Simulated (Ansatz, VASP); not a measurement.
## H in VASP and in Ansatz

```
H
1.0
     2.62348   -2.56690    0.00000
     2.62348    2.56690    0.00000
     0.00000    0.00000    4.14182
H
4
Direct
  0.89612 0.98953 0.10472
  0.45330 0.54670 0.43149
  0.54670 0.45330 0.56851
  0.04670 0.95330 0.93149
```

Alike in both runs: task single point; functional LDA; k mesh 6 × 6 × 6; occupations gaussian, width 0.05 eV; no spin polarisation.

|  | VASP | Ansatz |
| --- | --- | --- |
| version | VASP 6.6.1 | Ansatz 0.2.0 |
| potentials or method | VASP PAW LDA potentials, release 64 (H), cutoff 520 eV | scalar-relativistic, plane waves, PAW |
| valence electrons in the cell | 4 | 4 |

VASP gave:

```
gap on the k mesh at the Fermi level (eV)                     : 7.34
least direct gap on the mesh (eV)                             : 7.73
pressure (GPa)                                                : -2.7
traceless stress, the component that is largest in VASP (GPa) : -4.16
rms of the force components (eV/Å)                            : 1.267
```

Question: Which values does Ansatz return?

Answer: gap on the k mesh at the Fermi level (eV): 7.35; least direct gap on the mesh (eV): 7.73; pressure (GPa): -2.6; traceless stress, the component that is largest in VASP (GPa): -4.19; rms of the force components (eV/Å): 1.274.

LDA's correlation is that of Perdew and Zunger in VASP and of Perdew and Wang (1992) in Ansatz. Atom by atom the forces differ by 0.010 eV/Å (rms over components).
